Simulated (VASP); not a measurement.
Here is a VASP 6.6.1 calculation.

File INCAR:

```
ALGO = Normal ; EDIFF = 1E-6
ENCUT = 520 ; ISIF = 2
ISMEAR = 1 ; LASPH = True
LCHARG = True ; LELF = True
LREAL = False ; LVHAR = True
LWAVE = False ; NBANDS = 9
NELM = 80 ; PREC = Accurate
SIGMA = 0.03
```

File KPOINTS:

```
k-points
0
Gamma
  12 12 6
```

The input POSCAR:

```
Mg
1.0
    3.1325008903      0.0000000000      0.0000000000
   -1.5662504451      2.7128253484      0.0000000000
    0.0000000000      0.0000000000      5.0848940941
Mg
2
Direct
    0.3333333333      0.6666666667      0.2500000000
    0.6666666667      0.3333333333      0.7500000000
```

Potentials or basis: VASP PAW LDA potentials, release 64 (Mg).

Command:

```console
$ cat potpaw_LDA.64/Mg/POTCAR > POTCAR
$ mpirun -np 1 vasp_std > vasp.out
```

What does it give for the band gap on the k mesh?

Zero (bands 2 and 3 overlap by 2.29 eV).

Predict the pressure.

-0.3 GPa.

Stress tensor (GPa, compression positive):
```
 0.22  0.00  0.00
 0.00  0.22  0.00
 0.00  0.00 -1.41
```
